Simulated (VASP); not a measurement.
# Mg (P6_3/mmc) in VASP: further runs, part 2 of 2

VASP 6.6.1. Earlier steps stand in the parts before.

### Step 3. Relaxation of volume and atoms at fixed shape, PBEsol

This run uses another cell than the first one, of 23.24 Å³/atom, 1.034 times its volume.

INCAR reads:

```
PREC     = Accurate       # precision mode
ENCUT    = 600            # plane-wave cutoff, eV
EDIFF    = 1E-6           # SCF threshold, eV
ISMEAR   = 1              # smearing method
SIGMA    = 0.1            # smearing width, eV
LREAL    = F              # projectors in reciprocal space
LASPH    = T              # aspherical terms in the spheres
NELM     = 80             # most SCF steps
ALGO     = Normal         # electronic algorithm
ISIF     = 8              # what is computed and relaxed
LWAVE    = F              # write WAVECAR
LCHARG   = F              # write CHGCAR
GGA      = PS             # functional
IBRION   = 2              # ionic algorithm
NSW      = 80             # ionic steps
EDIFFG   = -0.01          # ionic threshold
```

KPOINTS reads:

```
regular mesh
0
Gamma
  9 9 5
```

POSCAR reads:

```
Mg
1.0
    3.2093000000      0.0000000000      0.0000000000
   -1.6046500000      2.7793353284      0.0000000000
    0.0000000000      0.0000000000      5.2103000000
Mg
2
Direct
    0.3333333333      0.6666666667      0.2500000000
    0.6666666667      0.3333333333      0.7500000000
```

Potentials or basis: VASP PAW PBE potentials, release 64 (Mg).

The run is started by

```console
$ cat potpaw_PBE.64/Mg/POTCAR > POTCAR
$ mpirun -np 1 vasp_std > vasp.out
```

OUTCAR:

```text
PREC = Accurate
   ENCUT = 600
   EDIFF = 1E-6
   ISMEAR = 1
   LREAL = F
   LASPH = T
   NELM = 80
   ISIF = 8
   GGA = PS
   IBRION = 2
   NSW = 80
   EDIFFG = -0.01

 ion  position               nearest neighbor table
   1  0.333  0.667  0.250-   2 3.20   2 3.20   2 3.20   2 3.20   2 3.20   2 3.20
   2  0.667  0.333  0.750-   1 3.20   1 3.20   1 3.20   1 3.20   1 3.20   1 3.20

  LATTYP: Found a hexagonal cell.
 ALAT       =     3.2093000000
 C/A-ratio  =     1.6235004518

  Lattice vectors:

 A1 = (   3.2093000000,   0.0000000000,   0.0000000000)
 A2 = (  -1.6046500000,   2.7793353284,   0.0000000000)
 A3 = (   0.0000000000,   0.0000000000,   5.2103000000)

Analysis of symmetry for initial positions (statically):
=====================================================================
 Subroutine PRICEL returns:
 Original cell was already a primitive cell.

 Routine SETGRP: Setting up the symmetry group for a
 hexagonal supercell.

 Subroutine GETGRP returns: Found 24 space group operations
 (whereof 12 operations were pure point group operations)
 out of a pool of 24 trial point group operations.

The static configuration has the point symmetry D_3d.
 The point group associated with its full space group is D_6h.

Analysis of symmetry for dynamics (positions and initial velocities):
=====================================================================
 Subroutine PRICEL returns:
 Original cell was already a primitive cell.

 Routine SETGRP: Setting up the symmetry group for a
 hexagonal supercell.

 Subroutine GETGRP returns: Found 24 space group operations
 (whereof 12 operations were pure point group operations)
 out of a pool of 24 trial point group operations.

The dynamic configuration has the point symmetry D_3d.
[... 123 lines left out ...]
  Thomas-Fermi vector in A             =   1.812866
   LORBIT       =      0    0 simple, 1 ext, 2 COOP (PROOUT), +10 PAW based schemes
   GGA     = PS    functional components
   LHFCALC =     F    Hartree Fock is set to
   AEXX    =    0.0000 exact exchange contribution
   IVDW    =     0    specifies the selected vdW correction
   LEPSILON=     F    determine dielectric tensor
   LRPA    =     F    only Hartree local field effects (RPA)
 conjugate gradient relaxation of ions
 non-spin polarized calculation
 Methfessel and Paxton  Order N= 1 SIGMA  =   0.10
  energy-cutoff  :      600.00
  volume of cell :       46.47
 maximum number of plane-waves:      1568
 NGX is ok and might be reduce to    28
   NGX = 13   NGY = 13   NGZ = 21

--------------------------------------- Ionic step        1  -------------------------------------------

 number of electron       4.0000000 magnetization

 Free energy of the ion-electron system (eV)
  ---------------------------------------------------
  ext. energy  EPLUGINS =         0.00000000
  ---------------------------------------------------
  free energy    TOTEN  =        -3.43599476 eV

  energy without entropy =       -3.43661130  energy(sigma->0) =       -3.43620028

------------------------ aborting loop because EDIFF is reached ----------------------------------------

  FORCE on cell =-STRESS in cart. coord.  units (eV):
  Direction    XX          YY          ZZ          XY          YZ          ZX
  --------------------------------------------------------------------------------------
  -------------------------------------------------------------------------------------
  Total       -0.3880438     -0.3880438     -0.3009458      0.0000000      0.0000000      0.0000000
  in kB      -13.3775743    -13.3775743    -10.3749243      0.0000000      0.0000000      0.0000000
  external PRESSURE =     -12.3766910 kB  Pullay stress =       0.0000000 kB
[... 59 lines left out ...]
--------------------------------------- Ionic step        3  -------------------------------------------

 number of electron       4.0000000 magnetization

 Free energy of the ion-electron system (eV)
  ---------------------------------------------------
  ext. energy  EPLUGINS =         0.00000000
  ---------------------------------------------------
  free energy    TOTEN  =        -3.44228205 eV

  energy without entropy =       -3.44293057  energy(sigma->0) =       -3.44249822

 E-fermi :   2.6661     XC(G=0):  -8.6040

 val. band max:        2.6534817790   @ k =   0.4444   0.0000   0.4000
 cond. band min:       2.7602593409   @ k =   0.4444   0.1111   0.4000
 fundamental gap:      0.1067775619
 Fermi energy:         2.6660605701

 k-point     1 :       0.0000    0.0000    0.0000
  band No.  band energies     occupation
      1      -4.3171      2.00000
      2       0.9870      2.00000
      3       1.4709      2.00000
      4      13.7630      0.00000
      5      13.7630      0.00000
      6      13.9265      0.00000
[... 199 lines left out ...]
 k-point    24 :       0.3333    0.3333    0.2000
  band No.  band energies     occupation
      1       2.2641      2.00000
      2       2.3073      2.00000
      3       2.3073      2.00000
      4       5.4107      0.00000
      5       5.7758      0.00000
      6       5.7758      0.00000

 [... further k-points ...]
[... 5 lines left out ...]
  --------------------------------------------------------------------------------------
  -------------------------------------------------------------------------------------
  Total       -0.0449341     -0.0449341      0.0862188      0.0000000     -0.0000000      0.0000000
  in kB       -1.6033655     -1.6033655      3.0765120      0.0000000     -0.0000000      0.0000000
  external PRESSURE =      -0.0434063 kB  Pullay stress =       0.0000000 kB
[... 17 lines left out ...]
  FREE ENERGIE OF THE ION-ELECTRON SYSTEM (eV)
  ---------------------------------------------------
  free  energy   TOTEN  =        -3.4422820489 eV

  energy  without entropy=       -3.4429305734  energy(sigma->0) =       -3.44249822

 reached required accuracy - stopping structural energy minimisation
```

Wall time 11 s (1 thread of Intel Xeon 6975P-C (Granite Rapids), shared host); peak memory 0.19 GiB.

Results:

| Property | Result |
| --- | --- |
| Free energy | -3.4423 eV |
| Relaxed volume | 22.45 Å³/atom |
| Relaxed cell | a = 3.173 Å, b = 3.173 Å, c = 5.151 Å, α = 90.00°, β = 90.00°, γ = 120.00° |
| Space group after relaxing (to 0.05 Å) | P6_3/mmc (No. 194) |
| Energy gained by relaxing | 3.1 meV/atom |
| Ionic steps | 3 |
| Pressure after relaxing | 0.0 GPa |
| Band gap on the k mesh | zero (band 2 reaches 3.69 eV, above the bottom of band 3 at 1.47 eV) |

Stress tensor (GPa, compression positive):
```
-0.16  0.00  0.00
 0.00 -0.16  0.00
 0.00  0.00  0.31
```

The path:
```tsv
step	energy change (eV)	largest force (eV/Å)	pressure (GPa)	volume (Å³)
1	0.0000	0.0000	-1.24	46.47
2	-0.0059	0.0000	-0.32	45.28
3	-0.0063	0.0000	0.00	44.90
```

Final structure:
```yaml
crystal:
  lattice:
    - [3.17266, 0.00000, 0.00000]
    - [-1.58633, 2.74761, 0.00000]
    - [0.00000, 0.00000, 5.15082]
  atoms:
    - { symbol: Mg, position: [0.33333, 0.66667, 0.25000] }
    - { symbol: Mg, position: [0.66667, 0.33333, 0.75000] }
```

Caveat: the PAW data sets were made with another functional, which shifts forces and pressure a little.
